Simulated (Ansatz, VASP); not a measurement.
# One calculation of AsSe3, two programs

```xyz
4
Lattice="3.7007 0.0000 0.0000 -1.8504 3.2049 0.0000 0.0000 0.0000 7.5683" Properties=species:S:1:pos:R:3 pbc="T T T"
As    0.0000    0.0000    0.0000
Se    0.0000    0.0000    3.7841
Se    1.8504    1.0683    1.7568
Se    1.8504    1.0683    5.8115
```

Change from the starting cell: species swapped into the TbZr3 type (P-6m2, No. 187).

Alike in both runs: functional PBE; k mesh 6 × 6 × 2; occupations gaussian, width 0.2 eV; no spin polarisation.

Ansatz relaxed the structure, and its values are those at the end. VASP's run is a single point on that final structure, the one shown.

|  | VASP | Ansatz |
| --- | --- | --- |
| version | VASP 6.6.1 | Ansatz 0.2.0 |
| potentials or method | VASP PAW PBE potentials, release 64 (As, Se), cutoff 500 eV | scalar-relativistic, plane waves, PAW |
| valence electrons in the cell | 23 | 63 |

VASP gave:

| Property | Result |
| --- | --- |
| gap on the k mesh at the Fermi level (eV) | none |
| pressure (GPa) | 0.0 |
| rms of the force components (eV/Å) | 0.017 |

**Question.** What did Ansatz give for the same quantities?

**Answer.** gap on the k mesh at the Fermi level (eV): none; pressure (GPa): 0.0; rms of the force components (eV/Å): 0.014.

A gap of «none» marks a metal or a gap that the smearing closes. VASP's potentials hold 23 valence electrons a cell and Ansatz's 63, so a difference there can come from the potentials and not from the codes.

The k mesh is coarse, so the values compare programs but aren't converged.
